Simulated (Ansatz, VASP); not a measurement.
Ga2GeO2 in VASP and in Ansatz

```
Ga Ge O
1.0
     4.76555    0.00000    0.00000
     0.00000    4.76555    0.00000
     0.00000    0.00000    3.78800
Ga Ge O
2 1 2
Direct
  0.50000 0.00000 0.21273
  0.00000 0.50000 0.21273
  0.50000 0.50000 0.71985
  0.50000 0.00000 0.76018
  0.00000 0.50000 0.76018
```

Alike in both runs: task relaxation of cell and atoms; functional PBE; k mesh 4 × 4 × 4; occupations gaussian, width 0.1 eV; no spin polarisation.

|  | VASP | Ansatz |
| --- | --- | --- |
| version | VASP 6.6.1 | Ansatz 0.2.0 |
| potentials or method | VASP PAW PBE potentials, release 64 (Ga_d, Ge_d, O), cutoff 600 eV | scalar-relativistic, plane waves, PAW |
| valence electrons in the cell | 52 | 52 |

Ansatz gave:

| Quantity | Value |
| --- | --- |
| gap on the k mesh at the Fermi level, each at its own relaxed structure (eV) | none |
| relaxed volume (Å³/atom) | 15.82 |
| relaxed cell length with the largest relative difference (Å) | 5.477 |

Task: Which values does VASP return?

Result: gap on the k mesh at the Fermi level, each at its own relaxed structure (eV): none; relaxed volume (Å³/atom): 15.23; relaxed cell length with the largest relative difference (Å): 5.171.

A gap of «none» marks a metal or a gap that the smearing closes. One of these differences is far larger than is usual between the two programs; its cause wasn't traced.

The k mesh is coarse, so the values compare programs but aren't converged.
